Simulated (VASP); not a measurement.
# YN2 (P6/mmm) in VASP: notebook

YN2 is run at these levels: PBEsol; tasks: single point.

Everything below comes from runs of VASP 6.6.1. Logs are shortened: lines on timing, memory, paths and dates and some standing lists are left out, and cuts for length are marked.

### Step 1. The cell of the first run

It takes space group P6/mmm (No. 191, hexagonal). The conventional cell has a = 3.474 Å, b = 3.474 Å, c = 3.207 Å, α = 90.00°, β = 90.00°, γ = 120.00°. Within 3.5 Å of Y (site symmetry 6/mmm) lie 12 N at 2.57 Å and 8 Y at 3.21 to 3.47 Å. N (site symmetry -6m2) has 3 N at 2.01 Å and 6 Y at 2.57 Å within 2.7 Å.

### Step 2. Single point, PBEsol (11.17 Å³/atom)

INCAR reads:

```
SYSTEM = YN2
PREC = Accurate
ENCUT = 520
EDIFF = 1E-6
ISMEAR = 0
SIGMA = 0.05
LREAL = .False.
LASPH = .True.
NELM = 100
ALGO = Normal
ISIF = 2
LWAVE = .False.
LCHARG = .False.
GGA = PS
NBANDS = 18
```

KPOINTS reads:

```
Automatic mesh
0
Gamma
  10 10 10
  0 0 0
```

POSCAR reads:

```
YN2
1.0
    3.4737163263      0.0000000000      0.0000000000
   -1.7368581632      3.0083265841      0.0000000000
    0.0000000000      0.0000000000      3.2065016452
Y N
1 2
Direct
    0.0000000000      0.0000000000      0.0000000000
    0.3333333333      0.6666666667      0.5000000000
    0.6666666667      0.3333333333      0.5000000000
```

Potentials or basis: VASP PAW PBE potentials, release 64 (Y_sv, N).

Started as:

```console
> cat potpaw_PBE.64/Y_sv/POTCAR potpaw_PBE.64/N/POTCAR > POTCAR
> mpirun -np 1 vasp_std > vasp.out
```

OUTCAR:

```text
SYSTEM = YN2
   PREC = Accurate
   ENCUT = 520
   EDIFF = 1E-6
   ISMEAR = 0
   LREAL = .False.
   LASPH = .True.
   NELM = 100
   ISIF = 2
   GGA = PS

 ion  position               nearest neighbor table
   1  0.000  0.000  0.000-   2 2.57   3 2.57   2 2.57   3 2.57   3 2.57   3 2.57   2 2.57   2 2.57
                             3 2.57   3 2.57   2 2.57   2 2.57
   2  0.333  0.667  0.500-   1 2.57   1 2.57   1 2.57   1 2.57   1 2.57   1 2.57
   3  0.667  0.333  0.500-   1 2.57   1 2.57   1 2.57   1 2.57   1 2.57   1 2.57

  LATTYP: Found a hexagonal cell.
 ALAT       =     3.4737163263
 C/A-ratio  =     0.9230752727

  Lattice vectors:

 A1 = (   3.4737163263,   0.0000000000,   0.0000000000)
 A2 = (  -1.7368581632,   3.0083265841,   0.0000000000)
 A3 = (   0.0000000000,   0.0000000000,   3.2065016452)

Analysis of symmetry for initial positions (statically):
=====================================================================
 Subroutine PRICEL returns:
 Original cell was already a primitive cell.

 Routine SETGRP: Setting up the symmetry group for a
 hexagonal supercell.

 Subroutine GETGRP returns: Found 24 space group operations
 (whereof 24 operations were pure point group operations)
 out of a pool of 24 trial point group operations.

The static configuration has the point symmetry D_6h.

Analysis of symmetry for dynamics (positions and initial velocities):
=====================================================================
 Subroutine PRICEL returns:
 Original cell was already a primitive cell.

 Routine SETGRP: Setting up the symmetry group for a
 hexagonal supercell.

 Subroutine GETGRP returns: Found 24 space group operations
 (whereof 24 operations were pure point group operations)
 out of a pool of 24 trial point group operations.

The dynamic configuration has the point symmetry D_6h.

 Subroutine INISYM returns: Found 24 space group operations
 (whereof 24 operations are pure point group operations),
 and found     1 'primitive' translations

----------------------------------------------------------------------------------------

                                     Primitive cell

  volume of cell :      33.5082

  direct lattice vectors                    reciprocal lattice vectors
     3.473716326  0.000000000  0.000000000     0.287876126  0.166205359  0.000000000
    -1.736858163  3.008326584  0.000000000     0.000000000  0.332410718  0.000000000
     0.000000000  0.000000000  3.206501645     0.000000000  0.000000000  0.311866361

  length of vectors
     3.473716326  3.473716326  3.206501645     0.332410718  0.332410718  0.311866361

  position of ions in fractional coordinates (direct lattice)
     0.000000000  0.000000000  0.000000000
     0.333333333  0.666666667  0.500000000
     0.666666667  0.333333333  0.500000000

  ion indices of the primitive-cell ions
   primitive index   ion index
                 1           1
                 2           2
                 3           3

----------------------------------------------------------------------------------------

 KPOINTS: Automatic mesh

Automatic generation of k-mesh.
 Grid dimensions read from file:
 generate k-points for:   10   10   10

 Generating k-lattice:

  Cartesian coordinates                     Fractional coordinates (reciprocal lattice)
     0.028787613  0.016620536  0.000000000     0.100000000  0.000000000  0.000000000
     0.000000000  0.033241072  0.000000000     0.000000000  0.100000000  0.000000000
     0.000000000  0.000000000  0.031186636     0.000000000  0.000000000  0.100000000

  Length of vectors
     0.033241072  0.033241072  0.031186636

  Shift w.r.t. Gamma in fractional coordinates (k-lattice)
     0.000000000  0.000000000  0.000000000

 Subroutine IBZKPT returns following result:
 ===========================================

 Found     84 irreducible k-points:

 Following reciprocal coordinates:
            Coordinates               Weight
  0.000000  0.000000  0.000000      1.000000
  0.100000 -0.000000  0.000000      6.000000
  0.200000 -0.000000  0.000000      6.000000
  0.300000 -0.000000  0.000000      6.000000
  0.400000  0.000000  0.000000      6.000000
  0.500000  0.000000  0.000000      3.000000
[... 16 lines left out ...]
  0.300000  0.100000  0.100000     24.000000
  0.400000  0.100000  0.100000     24.000000
 [... further k-points ...]
   k-points           NKPTS =     84   k-points in BZ     NKDIM =     84   number of bands    NBANDS=     18
   number of dos      NEDOS =    301   number of ions     NIONS =      3
   total plane-waves  NPLWV =  18816
   dimension x,y,z NGX =    28 NGY =   28 NGZ =   24
   dimension x,y,z NGXF=    56 NGYF=   56 NGZF=   48
   ions per type =               1   2
   NGX,Y,Z   is equivalent  to a cutoff of  13.40, 13.40, 12.44 a.u.
   NGXF,Y,Z  is equivalent  to a cutoff of  26.80, 26.80, 24.89 a.u.
 SYSTEM =  YN2
   PREC   = accura    normal or accurate (medium, high low for compatibility)
   ISTART =      0    job   : 0-new  1-cont  2-samecut
   ICHARG =      2    charge: 1-file 2-atom 10-const
   ISPIN  =      1    spin polarized calculation?
   LNONCOLLINEAR =      F non collinear calculations
   LSORBIT =      F    spin-orbit coupling
   LASPH  =      T    aspherical Exc in radial PAW
   ENCUT  =  520.0 eV  38.22 Ry    6.18 a.u.   6.46  6.46  5.96*2*pi/ulx,y,z
   NELM   =    100;   NELMIN=  2; NELMDL= -5     # of ELM steps
   EDIFF  = 0.1E-05   stopping-criterion for ELM
   LREAL  =      F    real-space projection
   EDIFFG = 0.1E-04   stopping-criterion for IOM
   NSW    =      0    number of steps for IOM
   IBRION =     -1    ionic relax: 0-MD 1-quasi-New 2-CG
   NFREE  =      0    steps in history (QN), initial steepest desc. (CG)
   ISIF   =      2    stress and relaxation
   ISYM   =      2    0-nonsym 1-usesym 2-fastsym
   POTIM  = 0.5000    time-step for ionic-motion
   TEBEG  =    0.0;   TEEND  =   0.0 temperature during run
   PSTRESS=    0.0 pullay stress
   NELECT =      21.0000    total number of electrons
   NUPDOWN=      -1.0000    fix difference up-down
   EMIN   =  10.00;   EMAX   =-10.00  energy-range for DOS
   EFERMI =   0.00;   METHOD = LEGACY
   ISMEAR =     0;   SIGMA  =   0.05  broadening in eV -4-tet -1-fermi 0-gaus
   EFERMI_NEDOS =   21; number of points for ismear=-14 and -15
   IALGO  =     38    algorithm
   IMIX   =      4    mixing-type and parameters
     AMIX     =   0.40;   BMIX     =  1.00
     AMIX_MAG =   1.60;   BMIX_MAG =  1.00
  volume/ion in A,a.u.               =      11.17        75.37
  Fermi-wavevector in a.u.,A,eV,Ry     =   1.400977  2.647463 26.704651  1.962736
  Thomas-Fermi vector in A             =   2.523884
   LORBIT       =      0    0 simple, 1 ext, 2 COOP (PROOUT), +10 PAW based schemes
   GGA     = PS    functional components
   LHFCALC =     F    Hartree Fock is set to
   AEXX    =    0.0000 exact exchange contribution
   IVDW    =     0    specifies the selected vdW correction
   LEPSILON=     F    determine dielectric tensor
   LRPA    =     F    only Hartree local field effects (RPA)
 non-spin polarized calculation
 Gauss-broadening in eV      SIGMA  =   0.05
  energy-cutoff  :      520.00
  volume of cell :       33.51
 maximum number of plane-waves:       936
 NGX is ok and might be reduce to    28
   NGX = 13   NGY = 13   NGZ = 11

 number of electron      20.9999998 magnetization

 Free energy of the ion-electron system (eV)
  ---------------------------------------------------
  ext. energy  EPLUGINS =         0.00000000
  ---------------------------------------------------
  free energy    TOTEN  =       -23.97016710 eV

  energy without entropy =      -23.96779327  energy(sigma->0) =      -23.96898019

 E-fermi :   6.1517     XC(G=0): -12.2418

 val. band max:        6.1450348762   @ k =   0.2000   0.1000   0.3000
 cond. band min:       6.1648332901   @ k =   0.2000  -0.0000   0.4000
 fundamental gap:      0.0197984139
 Fermi energy:         6.1516956960

 k-point     1 :       0.0000    0.0000    0.0000
  band No.  band energies     occupation
      1     -35.7965      2.00000
      2     -15.5697      2.00000
      3     -15.5697      2.00000
      4     -15.5387      2.00000
      5     -11.2796      2.00000
      6      -3.6355      2.00000
[... 10 lines left out ...]
     17      11.7523      0.00000
     18      11.7523      0.00000

 k-point     2 :       0.1000   -0.0000    0.0000
  band No.  band energies     occupation
      1     -35.7888      2.00000
      2     -15.6917      2.00000
      3     -15.5877      2.00000
      4     -15.5269      2.00000
      5     -11.0790      2.00000
      6      -4.1092      2.00000
[... 10 lines left out ...]
     17      11.8948      0.00000
     18      12.0518      0.00000

 k-point     3 :       0.2000   -0.0000    0.0000
  band No.  band energies     occupation
      1     -35.7686      2.00000
      2     -15.9784      2.00000
      3     -15.6345      2.00000
      4     -15.4958      2.00000
      5     -10.5532      2.00000
      6      -5.0855      2.00000
[... 10 lines left out ...]
     17      12.3704      0.00000
     18      12.7385      0.00000

 k-point     4 :       0.3000   -0.0000    0.0000
  band No.  band energies     occupation
      1     -35.7435      2.00000
      2     -16.2869      2.00000
      3     -15.6914      2.00000
      4     -15.4570      2.00000
      5      -9.8382      2.00000
      6      -6.1237      2.00000
[... 375 lines left out ...]
      4     -15.5906      2.00000
      5     -10.0312      2.00000
      6      -5.7050      2.00000
[... 10 lines left out ...]
     17      12.6927      0.00000
     18      13.7273      0.00000

 k-point    23 :       0.3000    0.1000    0.1000
  band No.  band energies     occupation
      1     -35.7205      2.00000
      2     -16.3699      2.00000
      3     -15.7576      2.00000
      4     -15.5461      2.00000
      5      -9.3484      2.00000
      6      -6.6422      2.00000
[... 10 lines left out ...]
     17      13.4264      0.00000
     18      14.1959      0.00000

 k-point    24 :       0.4000    0.1000    0.1000
  band No.  band energies     occupation
      1     -35.7065      2.00000
      2     -16.5015      2.00000
      3     -15.8013      2.00000
      4     -15.5179      2.00000
      5      -8.6652      2.00000
      6      -7.4447      2.00000
[... 10 lines left out ...]
     17      13.9623      0.00000
     18      15.0443      0.00000

 [... further k-points ...]

------------------------ aborting loop because EDIFF is reached ----------------------------------------

  FORCE on cell =-STRESS in cart. coord.  units (eV):
  Direction    XX          YY          ZZ          XY          YZ          ZX
  --------------------------------------------------------------------------------------
  -------------------------------------------------------------------------------------
  Total       -0.7148850     -0.7148850     -0.7510884      0.0000000      0.0000000      0.0000000
  in kB      -34.1818826    -34.1818826    -35.9129276      0.0000000      0.0000000      0.0000000
  external PRESSURE =     -34.7588976 kB  Pullay stress =       0.0000000 kB

 VOLUME and BASIS-vectors are now :
 -----------------------------------------------------------------------------
  energy-cutoff  :      520.00
  volume of cell :       33.51
      direct lattice vectors                 reciprocal lattice vectors
     3.473716326  0.000000000  0.000000000     0.287876126  0.166205359  0.000000000
    -1.736858163  3.008326584  0.000000000     0.000000000  0.332410718  0.000000000
     0.000000000  0.000000000  3.206501645     0.000000000  0.000000000  0.311866361

 POSITION                                       TOTAL-FORCE (eV/Angst)
 -----------------------------------------------------------------------------------
      0.00000      0.00000      0.00000        -0.000000      0.000000     -0.000000
     -0.00000      2.00555      1.60325         0.000000      0.000000     -0.000000
      1.73686      1.00278      1.60325        -0.000000      0.000000      0.000000
 -----------------------------------------------------------------------------------
    total drift:                               -0.000000      0.000000     -0.000000

  FREE ENERGIE OF THE ION-ELECTRON SYSTEM (eV)
  ---------------------------------------------------
  free  energy   TOTEN  =       -23.9701671042 eV

  energy  without entropy=      -23.9677932697  energy(sigma->0) =      -23.96898019
```

Wall time 76 s (1 thread of Intel Xeon 8259CL, shared host); peak memory 0.2 GiB.

Results:

```
Free energy            : -23.9702 eV
Pressure               : -3.5 GPa
Band gap on the k mesh : zero (an odd number of electrons rules out a gap without spin polarisation)
```

Stress tensor (GPa, compression positive):
```
-3.42  0.00  0.00
 0.00 -3.42  0.00
 0.00  0.00 -3.59
```

Caveat: the cell stands under tension; the PAW data sets were made with another functional, which shifts forces and pressure a little.

### Step 3. Single point, PBEsol (11.39 Å³/atom)

This run uses another cell than the first one, of 11.39 Å³/atom.

INCAR reads:

```
  ALGO = Normal
  EDIFF = 1E-7
  ENCUT = 520
  GGA = PS
  ISIF = 2
  ISMEAR = 0
  LASPH = T
  LCHARG = F
  LREAL = F
  LWAVE = F
  NBANDS = 18
  NELM = 100
  PREC = Accurate
  SIGMA = 0.05
```

KPOINTS reads:

```
k-points
0
Gamma
  10 10 10
```

POSCAR reads:

```
YN2
1.0
    3.4968637369      0.0000000000      0.0000000000
   -1.7484318685      3.0283728297      0.0000000000
    0.0000000000      0.0000000000      3.2262343844
Y N
1 2
Direct
    0.0000000000      0.0000000000      0.0000000000
    0.3333333333      0.6666666667      0.5000000000
    0.6666666667      0.3333333333      0.5000000000
```

Potentials or basis: VASP PAW PBE potentials, release 64 (Y_sv, N).

Started as:

```console
> cat potpaw_PBE.64/Y_sv/POTCAR potpaw_PBE.64/N/POTCAR > POTCAR
> mpirun -np 1 vasp_std > vasp.out
```

OUTCAR:

```text
EDIFF = 1E-7
   ENCUT = 520
   GGA = PS
   ISIF = 2
   ISMEAR = 0
   LASPH = T
   LREAL = F
   NELM = 100
   PREC = Accurate

 ion  position               nearest neighbor table
   1  0.000  0.000  0.000-   2 2.58   3 2.58   2 2.58   3 2.58   3 2.58   3 2.58   2 2.58   2 2.58
                             3 2.58   3 2.58   2 2.58   2 2.58
   2  0.333  0.667  0.500-   1 2.58   1 2.58   1 2.58   1 2.58   1 2.58   1 2.58
   3  0.667  0.333  0.500-   1 2.58   1 2.58   1 2.58   1 2.58   1 2.58   1 2.58

  LATTYP: Found a hexagonal cell.
 ALAT       =     3.4968637369
[... 699 lines left out ...]

  FORCE on cell =-STRESS in cart. coord.  units (eV):
  Direction    XX          YY          ZZ          XY          YZ          ZX
  --------------------------------------------------------------------------------------
  -------------------------------------------------------------------------------------
  Total       -1.3930244     -1.3930244     -1.4128534      0.0000000      0.0000000      0.0000000
  in kB      -65.3258929    -65.3258929    -66.2557711      0.0000000      0.0000000      0.0000000
  external PRESSURE =     -65.6358523 kB  Pullay stress =       0.0000000 kB

 VOLUME and BASIS-vectors are now :
 -----------------------------------------------------------------------------
  energy-cutoff  :      520.00
  volume of cell :       34.17
      direct lattice vectors                 reciprocal lattice vectors
     3.496863737  0.000000000  0.000000000     0.285970537  0.165105166  0.000000000
    -1.748431868  3.028372830  0.000000000     0.000000000  0.330210333  0.000000000
     0.000000000  0.000000000  3.226234384     0.000000000  0.000000000  0.309958881

 POSITION                                       TOTAL-FORCE (eV/Angst)
 -----------------------------------------------------------------------------------
      0.00000      0.00000      0.00000        -0.000000      0.000000      0.000000
     -0.00000      2.01892      1.61312         0.000000      0.000000      0.000000
      1.74843      1.00946      1.61312        -0.000000     -0.000000      0.000000
 -----------------------------------------------------------------------------------
    total drift:                               -0.000000      0.000000     -0.000000

  FREE ENERGIE OF THE ION-ELECTRON SYSTEM (eV)
  ---------------------------------------------------
  free  energy   TOTEN  =       -23.9500692239 eV

  energy  without entropy=      -23.9477703076  energy(sigma->0) =      -23.94891977
```

Wall time 95 s (1 thread of Intel Xeon 8259CL, shared host); peak memory 0.2 GiB.

What came out:

| Quantity | Value |
| --- | --- |
| Free energy | -23.9501 eV |
| Pressure | -6.6 GPa |
| Band gap on the k mesh | zero (an odd number of electrons rules out a gap without spin polarisation) |

Levels at points of the mesh, in eV from the Fermi level:
| k point | band 7 | band 8 | band 9 | band 10 | band 11 | band 12 | band 13 | band 14 |
| --- | --- | --- | --- | --- | --- | --- | --- | --- |
| (0.00, 0.00, 0.00) | -5.36 | -5.36 | -3.26 | -0.57 | 0.49 | 0.49 | 0.73 | 5.04 |
| (0.50, 0.00, 0.00) | -5.48 | -4.28 | -3.57 | -1.04 | 1.65 | 1.82 | 1.94 | 4.23 |
| (0.00, 0.00, 0.50) | -6.81 | -4.57 | -4.57 | -1.62 | -1.62 | -0.69 | 2.40 | 2.40 |
| (0.50, 0.00, 0.50) | -6.48 | -4.43 | -3.64 | -2.65 | 1.48 | 2.75 | 6.00 | 6.17 |

Caveat: the cell stands under tension; the PAW data sets were made with another functional, which shifts forces and pressure a little.
